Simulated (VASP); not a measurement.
# ZnS (R3m) in VASP: dielectric tensor with PBE

Aim: the dielectric tensor of ZnS with PBE.

Program: VASP 6.6.1. These are calculated values, not measurements. Logs are shortened: lines on timing, memory, paths and dates and some standing lists are left out, and cuts for length are marked.

## (1) The cell of the first run

The structure is trigonal, space group R3m (No. 160). Conventional cell: a = 3.807 Å, b = 3.807 Å, c = 28.065 Å, α = 90.00°, β = 90.00°, γ = 120.00°. Zn (site symmetry 3m) has 4 S at 2.33 to 2.34 Å within 3.1 Å. Within 3.1 Å of Zn (site symmetry 3m) lie 4 S at 2.33 Å. Zn (site symmetry 3m) has 4 S at 2.33 to 2.34 Å within 3.1 Å. S (site symmetry 3m) has 4 Zn at 2.33 to 2.34 Å within 3.1 Å. Within 3.1 Å of S (site symmetry 3m) lie 4 Zn at 2.33 to 2.34 Å. Within 3.1 Å of S (site symmetry 3m) lie 4 Zn at 2.33 Å.

## (2) Dielectric tensor, PBE

The input, INCAR:

```
PREC = Accurate ; ENCUT = 520
EDIFF = 1E-8 ; ISMEAR = 0
SIGMA = 0.01 ; LREAL = F
LASPH = T ; NELM = 100
ALGO = Normal ; ISIF = 2
LWAVE = F ; LCHARG = F
GGA = PE ; LEPSILON = T
```

The input, KPOINTS:

```
Automatic mesh
0
Gamma
  6 6 6
```

The input, POSCAR:

```
ZnS
1.0
    1.9034643333      1.0989656452      9.3548591394
   -1.9034643333      1.0989656452      9.3548591394
    0.0000000000     -2.1979312904      9.3548591394
Zn S
3 3
Direct
    0.9999752234      0.9999752234      0.9999752234
    0.2222749271      0.2222749271      0.2222749271
    0.4445585037      0.4445585037      0.4445585037
    0.0832701742      0.0832701742      0.0832701742
    0.5278391406      0.5278391406      0.5278391406
    0.3054080311      0.3054080311      0.3054080311
```

Potentials or basis: VASP PAW PBE potentials, release 64 (Zn, S).

On the command line:

```bash
> cat potpaw_PBE.64/Zn/POTCAR potpaw_PBE.64/S/POTCAR > POTCAR
> mpirun -np 1 vasp_std > vasp.out
```

OUTCAR:

```text
PREC = Accurate
   ENCUT = 520
   EDIFF = 1E-8
   ISMEAR = 0
   LREAL = F
   LASPH = T
   NELM = 100
   ISIF = 2
   GGA = PE
   LEPSILON = T

 ion  position               nearest neighbor table
   1  1.000  1.000  1.000-   6 2.33   6 2.33   6 2.33   4 2.34
   2  0.222  0.222  0.222-   5 2.33   5 2.33   5 2.33   6 2.33
   3  0.445  0.445  0.445-   4 2.33   4 2.33   4 2.33   5 2.34
   4  0.083  0.083  0.083-   3 2.33   3 2.33   3 2.33   1 2.34
   5  0.528  0.528  0.528-   2 2.33   2 2.33   2 2.33   3 2.34
   6  0.305  0.305  0.305-   2 2.33   1 2.33   1 2.33   1 2.33

  LATTYP: Found a trigonal (rhomboedric) cell.
 ALAT       =     9.6095937206
 COS(alpha) =     0.9215289563

  Lattice vectors:

 A1 = (   1.9034643333,   1.0989656452,   9.3548591394)
 A2 = (  -1.9034643333,   1.0989656452,   9.3548591394)
 A3 = (   0.0000000000,  -2.1979312904,   9.3548591394)

Analysis of symmetry for initial positions (statically):
=====================================================================
 Subroutine PRICEL returns:
 Original cell was already a primitive cell.

 Routine SETGRP: Setting up the symmetry group for a
 trigonal (rhombohedral) supercell.

 Subroutine GETGRP returns: Found  6 space group operations
 (whereof  6 operations were pure point group operations)
 out of a pool of 12 trial point group operations.

The static configuration has the point symmetry C_3v.

Analysis of symmetry for dynamics (positions and initial velocities):
=====================================================================
 Subroutine PRICEL returns:
 Original cell was already a primitive cell.

 Routine SETGRP: Setting up the symmetry group for a
 trigonal (rhombohedral) supercell.

 Subroutine GETGRP returns: Found  6 space group operations
 (whereof  6 operations were pure point group operations)
 out of a pool of 12 trial point group operations.

The dynamic configuration has the point symmetry C_3v.

 Subroutine INISYM returns: Found  6 space group operations
 (whereof  6 operations are pure point group operations),
 and found     1 'primitive' translations

----------------------------------------------------------------------------------------

                                     Primitive cell

  volume of cell :     117.4133

  direct lattice vectors                    reciprocal lattice vectors
     1.903464333  1.098965645  9.354859139     0.262678943  0.151657759  0.035632106
    -1.903464333  1.098965645  9.354859139    -0.262678943  0.151657759  0.035632106
     0.000000000 -2.197931290  9.354859139     0.000000000 -0.303315517  0.035632106

  length of vectors
     9.609593721  9.609593721  9.609593721     0.305401294  0.305401294  0.305401294

  position of ions in fractional coordinates (direct lattice)
     0.999975223  0.999975223  0.999975223
     0.222274927  0.222274927  0.222274927
     0.444558504  0.444558504  0.444558504
     0.083270174  0.083270174  0.083270174
     0.527839141  0.527839141  0.527839141
     0.305408031  0.305408031  0.305408031

  ion indices of the primitive-cell ions
   primitive index   ion index
                 1           1
                 2           2
                 3           3
                 4           4
                 5           5
                 6           6

----------------------------------------------------------------------------------------

 KPOINTS: Automatic mesh

Automatic generation of k-mesh.
 Grid dimensions read from file:
 generate k-points for:    6    6    6

 Generating k-lattice:

  Cartesian coordinates                     Fractional coordinates (reciprocal lattice)
     0.043779824  0.025276293  0.005938684     0.166666667  0.000000000  0.000000000
    -0.043779824  0.025276293  0.005938684     0.000000000  0.166666667  0.000000000
     0.000000000 -0.050552586  0.005938684     0.000000000  0.000000000  0.166666667
[... 96 lines left out ...]

 number of electron      53.9999979 magnetization

 E-fermi :   2.2788     XC(G=0):  -9.6633

 val. band max:        2.1963235595   @ k =   0.0000   0.0000   0.0000
 cond. band min:       4.3919916591   @ k =   0.0000   0.0000   0.0000
 fundamental gap:      2.1956680995
 Fermi energy:         2.2787659580

 k-point     1 :       0.0000    0.0000    0.0000
  band No.  band energies     occupation
      1     -11.0184      2.00000
      2     -10.3486      2.00000
      3     -10.3396      2.00000
      4      -4.1806      2.00000
      5      -4.1720      2.00000
      6      -4.1720      2.00000
[... 829 lines left out ...]
     31       7.5853      0.00000
     32       8.3121      0.00000

 [... further k-points ...]

  FORCE on cell =-STRESS in cart. coord.  units (eV):
  Direction    XX          YY          ZZ          XY          YZ          ZX
  --------------------------------------------------------------------------------------
  -------------------------------------------------------------------------------------
  Total        1.7992722      1.7992722      1.7837523      0.0000000     -0.0000000     -0.0000000
  in kB       24.5521821     24.5521821     24.3404027      0.0000000     -0.0000000     -0.0000000
  external PRESSURE =      24.4815890 kB  Pullay stress =       0.0000000 kB

 VOLUME and BASIS-vectors are now :
 -----------------------------------------------------------------------------
  energy-cutoff  :      520.00
  volume of cell :      117.41
      direct lattice vectors                 reciprocal lattice vectors
     1.903464333  1.098965645  9.354859139     0.262678943  0.151657759  0.035632106
    -1.903464333  1.098965645  9.354859139    -0.262678943  0.151657759  0.035632106
     0.000000000 -2.197931290  9.354859139     0.000000000 -0.303315517  0.035632106

 POSITION                                       TOTAL-FORCE (eV/Angst)
 -----------------------------------------------------------------------------------
      0.00000      0.00000     28.06388         0.000000     -0.000000      0.002983
      0.00000      0.00000      6.23805         0.000000     -0.000000      0.004996
      0.00000      0.00000     12.47635         0.000000     -0.000000      0.004696
      0.00000      0.00000      2.33694         0.000000     -0.000000     -0.003011
      0.00000      0.00000     14.81358         0.000000      0.000000     -0.005473
      0.00000      0.00000      8.57115         0.000000     -0.000000     -0.004191
 -----------------------------------------------------------------------------------
    total drift:                               -0.000000     -0.000000      0.000144

  FREE ENERGIE OF THE ION-ELECTRON SYSTEM (eV)
  ---------------------------------------------------
  free  energy   TOTEN  =       -20.5129742684 eV

  energy  without entropy=      -20.5129742684  energy(sigma->0) =      -20.51297427

 HEAD OF MICROSCOPIC STATIC DIELECTRIC TENSOR (INDEPENDENT PARTICLE, excluding Hartree and local field effects)
 ------------------------------------------------------
           6.474012     0.000000     0.000000
           0.000000     6.474012     0.000000
           0.000000     0.000000     6.309634
 ------------------------------------------------------

 Free energy of the ion-electron system (eV)
  ---------------------------------------------------
  ---------------------------------------------------
  free energy    TOTEN  =        -1.78364241 eV

  energy without entropy =       -1.78364241

------------------------ aborting loop because EDIFF is reached ----------------------------------------

--------------------------------------- Ionic step        2  -------------------------------------------

------------------------ aborting loop because EDIFF is reached ----------------------------------------

--------------------------------------- Ionic step        3  -------------------------------------------

 Free energy of the ion-electron system (eV)
  ---------------------------------------------------
  ---------------------------------------------------
  free energy    TOTEN  =        -1.72788444 eV

  energy without entropy =       -1.72788444

------------------------ aborting loop because EDIFF is reached ----------------------------------------

 PIEZOELECTRIC TENSOR FIELD DIRECTION 3  (e Angst)
 -----------------------------------------------------------------------------
     2.69800  0.00000  0.00000           ( -0.01458  0.00000  0.00000)
     0.00000  2.69800 -0.00000           (  0.00000 -0.01458  0.00000)
     0.00000  0.00000 -5.56081           (  0.00000  0.00000  0.02943)

 PIEZOELECTRIC TENSOR FIELD DIRECTION 3  (C/m^2)
 -----------------------------------------------------------------------------
     0.36816  0.00000  0.00000
     0.00000  0.36816 -0.00000
     0.00000  0.00000 -0.75881

 MACROSCOPIC STATIC DIELECTRIC TENSOR (including local field effects in DFT)
 ------------------------------------------------------
           6.081182     0.000000     0.000000
           0.000000     6.081182    -0.000000
           0.000000     0.000000     5.919270
 ------------------------------------------------------

 PIEZOELECTRIC TENSOR (including local field effects)  for field in x, y, z        (e  Angst)
          XX          YY          ZZ          XY          YZ          ZX
  --------------------------------------------------------------------------------
  x     0.00000     0.00000     0.00000     1.35264    -0.00000     2.82504
  y     1.35264    -1.35264     0.00000     0.00000     2.82503     0.00000
  z     2.69800     2.69800    -5.56081     0.00000     0.00000     0.00000

 PIEZOELECTRIC TENSOR (including local field effects)  for field in x, y, z        (C/m^2)
          XX          YY          ZZ          XY          YZ          ZX
  --------------------------------------------------------------------------------
  x     0.00000     0.00000     0.00000     0.18458    -0.00000     0.38549
  y     0.18458    -0.18458     0.00000     0.00000     0.38549     0.00000
  z     0.36816     0.36816    -0.75881     0.00000     0.00000     0.00000

 BORN EFFECTIVE CHARGES (including local field effects) (in |e|, cummulative output)
 ---------------------------------------------------------------------------------
 ion    1
    1     2.01418     0.00000     0.00000
    2     0.00000     2.01418     0.00000
    3     0.00000     0.00000     2.00681
 ion    2
    1     1.99583     0.00000     0.00000
    2     0.00000     1.99583     0.00000
    3     0.00000     0.00000     2.03555
 ion    3
    1     1.97488     0.00000     0.00000
    2     0.00000     1.97488     0.00000
    3     0.00000     0.00000     2.03104
 ion    4
    1    -1.98457     0.00000     0.00000
    2     0.00000    -1.98457     0.00000
    3     0.00000     0.00000    -2.04615
 ion    5
    1    -1.99813     0.00000     0.00000
    2     0.00000    -1.99813     0.00000
    3     0.00000     0.00000    -2.01752
 ion    6
    1    -2.00219     0.00000     0.00000
    2     0.00000    -2.00219    -0.00000
    3     0.00000     0.00000    -2.00972
```

Run time: 2.1 h. Hardware: 1 thread of AMD EPYC 9R45 (Zen 5), shared host; peak memory 1.5 GiB.

What came out:

```yaml
Band_gap_on_the_k_mesh: 2.20 eV
Electronic_dielectric_tensor_diagonal: 6.08, 6.08, 5.92
Born_charges_mean_of_the_diagonal: Zn +2.01, +1.99 (each value once); S -2.01, -2.00 (each value once) e
```

Electronic dielectric tensor:
```
6.08 0.00 0.00
0.00 6.08 0.00
0.00 0.00 5.92
```

Born effective charge tensors (e):
atom 1, Zn
```
2.01 0.00 0.00
0.00 2.01 0.00
0.00 0.00 2.01
```
atom 2, Zn
```
2.00 0.00 0.00
0.00 2.00 0.00
0.00 0.00 2.04
```
atom 3, Zn
```
1.97 0.00 0.00
0.00 1.97 0.00
0.00 0.00 2.03
```
atom 4, S
```
-1.98  0.00  0.00
 0.00 -1.98  0.00
 0.00  0.00 -2.05
```
atom 5, S
```
-2.00  0.00  0.00
 0.00 -2.00  0.00
 0.00  0.00 -2.02
```
atom 6, S
```
-2.00  0.00  0.00
 0.00 -2.00  0.00
 0.00  0.00 -2.01
```
